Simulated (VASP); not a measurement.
KRh:

```xyz
2
Lattice="2.1518 -3.0431 0.0000 2.1518 3.0431 0.0000 0.0000 0.0000 6.0863" Properties=species:S:1:pos:R:3 pbc="T T T"
K     0.0000    0.0000    0.0000
Rh    2.1518    0.0000    3.0431
```

| Property | Result |
| --- | --- |
| Program | VASP 6.6.1 |
| Task | relaxation of cell and atoms |
| Functional | PBE |
| Potentials or basis | VASP PAW PBE potentials, release 64 (K_sv, Rh_pv) |
| Cutoff | 600 eV |
| k mesh | 6 × 6 × 4 |
| Occupations | gaussian, width 0.1 eV |
| Spin | no spin polarisation |

At the start: pressure -5.6 GPa; volume 39.85 Å³/atom.

**Question.** Where does the relaxation end?

**Answer.** Over 17 steps the energy falls by 718.5 meV/atom and the volume is 20.27 Å³/atom (-49.1 %); space group Cmmm (No. 65, to 0.1 Å) before and after.

The path:
| step | energy change (eV) | largest force (eV/Å) | pressure (GPa) | volume (Å³) |
| --- | --- | --- | --- | --- |
| 1 | 0.0000 | 0.0000 | -5.62 | 79.71 |
| 2 | -0.5584 | 0.0000 | -6.02 | 64.64 |
| 3 | 0.0076 | 0.0000 | 32.99 | 30.96 |
| 4 | -0.9261 | 0.0000 | -4.73 | 53.94 |
| 5 | -1.0247 | 0.0000 | 3.82 | 41.03 |
| 6 | -1.0746 | 0.0000 | -1.38 | 46.22 |
| 7 | -1.0780 | 0.0000 | -0.55 | 45.14 |
| 8 | -1.2458 | 0.0000 | 2.65 | 40.82 |
| 9 | -1.2510 | 0.0000 | 3.69 | 39.99 |
| 10 | -1.3236 | 0.0000 | -0.66 | 42.45 |
| 11 | -1.3238 | 0.0000 | -0.44 | 42.29 |
| 12 | -1.3824 | 0.0000 | -1.80 | 42.64 |
| 13 | -1.3427 | 0.0000 | -2.49 | 42.98 |
| 14 | -1.4147 | 0.0000 | -2.64 | 42.88 |
| 15 | -1.4257 | 0.0000 | 1.49 | 39.60 |
| 16 | -1.4358 | 0.0000 | -0.41 | 40.87 |
| 17 | -1.4370 | 0.0000 | 0.04 | 40.54 |

Final structure:
```xyz
2
Lattice="1.5007 -2.4582 0.0000 1.5007 2.4582 0.0000 0.0000 0.0000 5.4950" Properties=species:S:1:pos:R:3 pbc="T T T"
K     0.0000    0.0000    0.0000
Rh    1.5007    0.0000    2.7475
```

Caveat: the volume moved by over 15 % at a fixed basis, so the end points are rough.
